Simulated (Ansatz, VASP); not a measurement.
Te in VASP and in Ansatz

```
CELL_PARAMETERS angstrom
4.29663 0.00000 0.00000
-2.14832 3.72099 0.00000
0.00000 0.00000 5.90411
ATOMIC_POSITIONS crystal
Te 0.28554 0.00000 0.33333
Te 0.00000 0.28554 0.66667
Te 0.71446 0.71446 0.00000
```

Alike in both runs: task single point; functional LDA; k mesh 2 × 2 × 2; occupations fermi-dirac, width 0.05 eV; no spin polarisation.

```csv
,VASP,Ansatz
version,VASP 6.6.1,Ansatz 0.2.0
potentials or method,"VASP PAW LDA potentials, release 64 (Te), cutoff 520 eV","plane waves (420 eV) with PAW, scalar-relativistic"
valence electrons in the cell,18,48
```

```csv
,VASP,Ansatz,Ansatz less VASP
pressure (GPa),2.5,2.4,-0.11
"traceless stress, the component that is largest in VASP (GPa)",-6.12,-6.14,-0.022
```

Ansatz warns that its potentials were made for another functional, while VASP's fit it. LDA's correlation is that of Perdew and Zunger in VASP and of Perdew and Wang (1992) in Ansatz. VASP's potentials hold 18 valence electrons a cell and Ansatz's 48, so a difference there can come from the potentials and not from the codes.

The k mesh is coarse, so the values compare programs but aren't converged. Neither program's run includes spin-orbit coupling.
